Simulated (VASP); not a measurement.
# V (Pm-3m) in VASP: notebook

V is run at these levels: revPBE; tasks: single point.

All numbers are computed with VASP 6.6.1; they aren't measurements. Logs are shortened: lines on timing, memory, paths and dates and some standing lists are left out, and cuts for length are marked.

## 1. The cell of the first run

Symmetry: Pm-3m, No. 221, cubic system. The conventional cell has a = 2.558 Å, b = 2.558 Å, c = 2.558 Å, α = 90.00°, β = 90.00°, γ = 90.00°. Within 3.4 Å of V (site symmetry m-3m) lie 6 V at 2.56 Å.

## 2. Single point, revPBE (volume scaled by 1.12)

Input file INCAR:

```
  PREC = Accurate
  ENCUT = 520
  EDIFF = 1E-7
  ISMEAR = -1
  SIGMA = 0.1
  LREAL = False
  LASPH = True
  NELM = 60
  ALGO = Normal
  ISIF = 2
  LWAVE = False
  LCHARG = False
  GGA = RE
  NBANDS = 12
```

Input file KPOINTS:

```
Automatic mesh
0
Gamma
  14 14 14
```

Input file POSCAR:

```
V
1.0
    2.5582669539      0.0000000000      0.0000000000
    0.0000000000      2.5582669539      0.0000000000
    0.0000000000      0.0000000000      2.5582669539
V
1
Direct
    0.0000000000      0.0000000000      0.0000000000
```

Potentials or basis: VASP PAW PBE potentials, release 64 (V_sv).

Launch:

```bash
> cat potpaw_PBE.64/V_sv/POTCAR > POTCAR
> mpirun -np 1 vasp_std > vasp.out
```

OUTCAR:

```text
PREC = Accurate
   ENCUT = 520
   EDIFF = 1E-7
   ISMEAR = -1
   LREAL = False
   LASPH = True
   NELM = 60
   ISIF = 2
   GGA = RE

 ion  position               nearest neighbor table
   1  0.000  0.000  0.000-

  LATTYP: Found a simple cubic cell.
 ALAT       =     2.5582669539

  Lattice vectors:

 A1 = (   2.5582669539,   0.0000000000,   0.0000000000)
 A2 = (   0.0000000000,   2.5582669539,   0.0000000000)
 A3 = (   0.0000000000,   0.0000000000,   2.5582669539)

Analysis of symmetry for initial positions (statically):
=====================================================================
 Subroutine PRICEL returns:
 Original cell was already a primitive cell.

 Routine SETGRP: Setting up the symmetry group for a
 simple cubic supercell.

 Subroutine GETGRP returns: Found 48 space group operations
 (whereof 48 operations were pure point group operations)
 out of a pool of 48 trial point group operations.

The static configuration has the point symmetry O_h .

Analysis of symmetry for dynamics (positions and initial velocities):
=====================================================================
 Subroutine PRICEL returns:
 Original cell was already a primitive cell.

 Routine SETGRP: Setting up the symmetry group for a
 simple cubic supercell.

 Subroutine GETGRP returns: Found 48 space group operations
 (whereof 48 operations were pure point group operations)
 out of a pool of 48 trial point group operations.

The dynamic configuration has the point symmetry O_h .

 Subroutine INISYM returns: Found 48 space group operations
 (whereof 48 operations are pure point group operations),
 and found     1 'primitive' translations

----------------------------------------------------------------------------------------

                                     Primitive cell

  volume of cell :      16.7432

  direct lattice vectors                    reciprocal lattice vectors
     2.558266954  0.000000000  0.000000000     0.390889621  0.000000000  0.000000000
     0.000000000  2.558266954  0.000000000     0.000000000  0.390889621  0.000000000
     0.000000000  0.000000000  2.558266954     0.000000000  0.000000000  0.390889621

  length of vectors
     2.558266954  2.558266954  2.558266954     0.390889621  0.390889621  0.390889621

  position of ions in fractional coordinates (direct lattice)
     0.000000000  0.000000000  0.000000000

  ion indices of the primitive-cell ions
   primitive index   ion index
                 1           1

----------------------------------------------------------------------------------------

 KPOINTS: Automatic mesh

Automatic generation of k-mesh.
 Grid dimensions read from file:
 generate k-points for:   14   14   14

 Generating k-lattice:

  Cartesian coordinates                     Fractional coordinates (reciprocal lattice)
     0.027920687  0.000000000  0.000000000     0.071428571  0.000000000  0.000000000
     0.000000000  0.027920687  0.000000000     0.000000000  0.071428571  0.000000000
     0.000000000  0.000000000  0.027920687     0.000000000  0.000000000  0.071428571

  Length of vectors
     0.027920687  0.027920687  0.027920687

  Shift w.r.t. Gamma in fractional coordinates (k-lattice)
     0.000000000  0.000000000  0.000000000

 Subroutine IBZKPT returns following result:
 ===========================================

 Found    120 irreducible k-points:

 Following reciprocal coordinates:
            Coordinates               Weight
  0.000000  0.000000  0.000000      1.000000
  0.071429  0.000000  0.000000      6.000000
  0.142857  0.000000  0.000000      6.000000
  0.214286  0.000000  0.000000      6.000000
  0.285714  0.000000  0.000000      6.000000
  0.357143  0.000000  0.000000      6.000000
[... 16 lines left out ...]
  0.285714  0.214286  0.000000     24.000000
  0.357143  0.214286  0.000000     24.000000
 [... further k-points ...]
   k-points           NKPTS =    120   k-points in BZ     NKDIM =    120   number of bands    NBANDS=     12
   number of dos      NEDOS =    301   number of ions     NIONS =      1
   total plane-waves  NPLWV =   8000
   dimension x,y,z NGX =    20 NGY =   20 NGZ =   20
   dimension x,y,z NGXF=    40 NGYF=   40 NGZF=   40
   ions per type =               1
   NGX,Y,Z   is equivalent  to a cutoff of  13.00, 13.00, 13.00 a.u.
   NGXF,Y,Z  is equivalent  to a cutoff of  25.99, 25.99, 25.99 a.u.
 SYSTEM =  unknown system
   PREC   = accura    normal or accurate (medium, high low for compatibility)
   ISTART =      0    job   : 0-new  1-cont  2-samecut
   ICHARG =      2    charge: 1-file 2-atom 10-const
   ISPIN  =      1    spin polarized calculation?
   LNONCOLLINEAR =      F non collinear calculations
   LSORBIT =      F    spin-orbit coupling
   LASPH  =      T    aspherical Exc in radial PAW
   ENCUT  =  520.0 eV  38.22 Ry    6.18 a.u.   4.76  4.76  4.76*2*pi/ulx,y,z
   NELM   =     60;   NELMIN=  2; NELMDL= -5     # of ELM steps
   EDIFF  = 0.1E-06   stopping-criterion for ELM
   LREAL  =      F    real-space projection
   EDIFFG = 0.1E-05   stopping-criterion for IOM
   NSW    =      0    number of steps for IOM
   IBRION =     -1    ionic relax: 0-MD 1-quasi-New 2-CG
   NFREE  =      0    steps in history (QN), initial steepest desc. (CG)
   ISIF   =      2    stress and relaxation
   ISYM   =      2    0-nonsym 1-usesym 2-fastsym
   POTIM  = 0.5000    time-step for ionic-motion
   TEBEG  =    0.0;   TEEND  =   0.0 temperature during run
   PSTRESS=    0.0 pullay stress
   NELECT =      13.0000    total number of electrons
   NUPDOWN=      -1.0000    fix difference up-down
   EMIN   =  10.00;   EMAX   =-10.00  energy-range for DOS
   EFERMI =   0.00;   METHOD = LEGACY
   ISMEAR =    -1;   SIGMA  =   0.10  broadening in eV -4-tet -1-fermi 0-gaus
   EFERMI_NEDOS =   21; number of points for ismear=-14 and -15
   IALGO  =     38    algorithm
   IMIX   =      4    mixing-type and parameters
     AMIX     =   0.40;   BMIX     =  1.00
     AMIX_MAG =   1.60;   BMIX_MAG =  1.00
  volume/ion in A,a.u.               =      16.74       112.99
  Fermi-wavevector in a.u.,A,eV,Ry     =   1.504677  2.843428 30.804329  2.264054
  Thomas-Fermi vector in A             =   2.615626
   LORBIT       =      0    0 simple, 1 ext, 2 COOP (PROOUT), +10 PAW based schemes
   GGA     = RE    functional components
   LHFCALC =     F    Hartree Fock is set to
   AEXX    =    0.0000 exact exchange contribution
   IVDW    =     0    specifies the selected vdW correction
   LEPSILON=     F    determine dielectric tensor
   LRPA    =     F    only Hartree local field effects (RPA)
 non-spin polarized calculation
  energy-cutoff  :      520.00
  volume of cell :       16.74
 maximum number of plane-waves:       468
 NGX is ok and might be reduce to    20
   NGX =  9   NGY =  9   NGZ =  9

 number of electron      12.9999993 magnetization

 Free energy of the ion-electron system (eV)
  ---------------------------------------------------
  ext. energy  EPLUGINS =         0.00000000
  ---------------------------------------------------
  free energy    TOTEN  =        -7.72312185 eV

  energy without entropy =       -7.66054516  energy(sigma->0) =       -7.69183351

 E-fermi :   7.4737     XC(G=0): -11.5718

 val. band max:        7.4722348665   @ k =   0.5000   0.5000   0.2143
 cond. band min:       7.4936296771   @ k =   0.5000   0.4286   0.2143
 fundamental gap:      0.0213948106
 Fermi energy:         7.4736832182

 k-point     1 :       0.0000    0.0000    0.0000
  band No.  band energies     occupation
      1     -56.5971      2.00000
      2     -29.9885      2.00000
      3     -29.9885      2.00000
      4     -29.9885      2.00000
      5       1.4552      2.00000
      6       5.6759      2.00000
      7       5.6759      2.00000
      8      10.4563      0.00000
      9      10.4563      0.00000
     10      10.4563      0.00000
     11      24.2010      0.00000
     12      24.2010      0.00000

 k-point     2 :       0.0714    0.0000    0.0000
  band No.  band energies     occupation
      1     -56.5922      2.00000
      2     -30.0245      2.00000
      3     -29.9854      2.00000
      4     -29.9854      2.00000
      5       1.5907      2.00000
      6       5.7055      2.00000
      7       5.7664      2.00000
      8      10.3617      0.00000
      9      10.3617      0.00000
     10      10.4634      0.00000
     11      22.9911      0.00000
     12      24.4093      0.00000

 k-point     3 :       0.1429    0.0000    0.0000
  band No.  band energies     occupation
      1     -56.5784      2.00000
      2     -30.1247      2.00000
      3     -29.9769      2.00000
      4     -29.9769      2.00000
      5       1.9839      2.00000
      6       5.7896      2.00000
      7       6.0238      2.00000
      8      10.1062      0.00000
      9      10.1062      0.00000
     10      10.4836      0.00000
     11      20.8519      0.00000
     12      25.0071      0.00000
[... 286 lines left out ...]
 k-point    23 :       0.2857    0.2143    0.0000
  band No.  band energies     occupation
      1     -56.4984      2.00000
      2     -30.3919      2.00000
      3     -30.2203      2.00000
      4     -29.9276      2.00000
      5       4.2326      2.00000
      6       6.4120      1.99995
      7       7.3955      1.37228
      8       8.9753      0.00000
      9       9.4968      0.00000
     10       9.9266      0.00000
     11      17.5880      0.00000
     12      20.9637      0.00000

 k-point    24 :       0.3571    0.2143    0.0000
  band No.  band energies     occupation
      1     -56.4785      2.00000
      2     -30.5278      2.00000
      3     -30.2052      2.00000
      4     -29.9155      2.00000
      5       4.8751      2.00000
      6       6.4236      1.99994
      7       7.5035      0.85180
      8       9.2147      0.00000
      9       9.3714      0.00000
     10       9.9663      0.00000
     11      15.8920      0.00000
     12      21.7827      0.00000

 [... further k-points ...]
[... 5 lines left out ...]
  --------------------------------------------------------------------------------------
  -------------------------------------------------------------------------------------
  Total       -1.1610117     -1.1610117     -1.1610117     -0.0000000     -0.0000000      0.0000000
  in kB     -111.0988601   -111.0988601   -111.0988601     -0.0000000     -0.0000000      0.0000000
  external PRESSURE =    -111.0988601 kB  Pullay stress =       0.0000000 kB

 VOLUME and BASIS-vectors are now :
 -----------------------------------------------------------------------------
  energy-cutoff  :      520.00
  volume of cell :       16.74
      direct lattice vectors                 reciprocal lattice vectors
     2.558266954  0.000000000  0.000000000     0.390889621  0.000000000  0.000000000
     0.000000000  2.558266954  0.000000000     0.000000000  0.390889621  0.000000000
     0.000000000  0.000000000  2.558266954     0.000000000  0.000000000  0.390889621

 POSITION                                       TOTAL-FORCE (eV/Angst)
 -----------------------------------------------------------------------------------
      0.00000      0.00000      0.00000         0.000000      0.000000      0.000000
 -----------------------------------------------------------------------------------
    total drift:                               -0.000000     -0.000000     -0.000000

  FREE ENERGIE OF THE ION-ELECTRON SYSTEM (eV)
  ---------------------------------------------------
  free  energy   TOTEN  =        -7.7231218550 eV

  energy  without entropy=       -7.6605451581  energy(sigma->0) =       -7.69183351
```

Wall time 25 s (1 thread of AMD EPYC 7R13, shared host); peak memory 0.11 GiB.

What came out:

- Free energy: -7.7231 eV
- Pressure: -11.1 GPa

Caveat: the cell differs from its parent crystal (volume scaled by 1.12); the PAW data sets were made with another functional, which shifts forces and pressure a little.

## 3. Single point, revPBE

This run uses another cell than the first one, of 14.95 Å³/atom, 0.893 times its volume.

Input file INCAR:

```
SYSTEM = V
PREC = Accurate ; ENCUT = 520
EDIFF = 1E-6 ; ISMEAR = -1
SIGMA = 0.1 ; LREAL = .False.
LASPH = .True. ; NELM = 100
ALGO = Normal ; ISIF = 2
LWAVE = .False. ; LCHARG = .True.
GGA = RE ; LELF = .True.
LVHAR = .True. ; NBANDS = 12
```

Input file KPOINTS:

```
Automatic mesh
0
Gamma
  21 21 21
  0 0 0
```

Input file POSCAR:

```
V
1.0
    2.4634278862      0.0000000000      0.0000000000
    0.0000000000      2.4634278862      0.0000000000
    0.0000000000      0.0000000000      2.4634278862
V
1
Direct
    0.0000000000      0.0000000000      0.0000000000
```

Potentials or basis: VASP PAW PBE potentials, release 64 (V_sv).

Launch:

```bash
> cat potpaw_PBE.64/V_sv/POTCAR > POTCAR
> mpirun -np 1 vasp_std > vasp.out
```

Wall time 41 s (1 thread of AMD EPYC 7R13, shared host); peak memory 0.13 GiB.

It converged, with:

- Free energy: -7.7938 eV
- Pressure: 0.8 GPa

Levels at points of the mesh, in eV from the Fermi level:
| k point | band 4 | band 5 | band 6 | band 7 | band 8 | band 9 | band 10 | band 11 |
| --- | --- | --- | --- | --- | --- | --- | --- | --- |
| (0.00, 0.00, 0.00) | -37.22 | -6.32 | -2.10 | -2.10 | 3.43 | 3.43 | 3.43 | 18.05 |

Caveat: the PAW data sets were made with another functional, which shifts forces and pressure a little.
